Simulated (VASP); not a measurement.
A run of VASP 6.6.1 is set up as follows.

The input INCAR:

```
SYSTEM = HfB
ALGO     = Normal         ! electronic algorithm
EDIFF    = 1E-8           ! SCF threshold, eV
ENCUT    = 520            ! plane-wave cutoff, eV
GGA      = CA             ! functional
ISIF     = 2              ! what is computed and relaxed
ISMEAR   = -1             ! smearing method
LASPH    = .True.         ! aspherical terms in the spheres
LCHARG   = .False.        ! write CHGCAR
LEFG     = .True.       
LREAL    = .False.        ! projectors in reciprocal space
LWAVE    = .False.        ! write WAVECAR
NBANDS   = 14             ! bands
NELM     = 100            ! most SCF steps
PREC     = Accurate       ! precision mode
SIGMA    = 0.05           ! smearing width, eV
```

File KPOINTS:

```
k-points
0
Gamma
  15 15 15
  0 0 0
```

File POSCAR:

```
HfB
1.0
    0.0000000000      2.3022741898      2.3022741898
    2.3022741898      0.0000000000      2.3022741898
    2.3022741898      2.3022741898      0.0000000000
Hf B
1 1
Direct
    0.5000000000      0.5000000000      0.5000000000
    0.0000000000      0.0000000000      0.0000000000
```

Potentials or basis: VASP PAW LDA potentials, release 64 (Hf_pv, B).

Launch:

```sh
$ cat potpaw_LDA.64/Hf_pv/POTCAR potpaw_LDA.64/B/POTCAR > POTCAR
$ mpirun -np 1 vasp_std > vasp.out
```

(1) Predict the band gap on the k mesh.

(2) Predict the pressure.

## Answers

(1) zero (an odd number of electrons rules out a gap without spin polarisation).

(2) 22.7 GPa.

Caveat: the cell stands under pressure; spin-orbit coupling is left out, which moves the levels of the heavy elements.
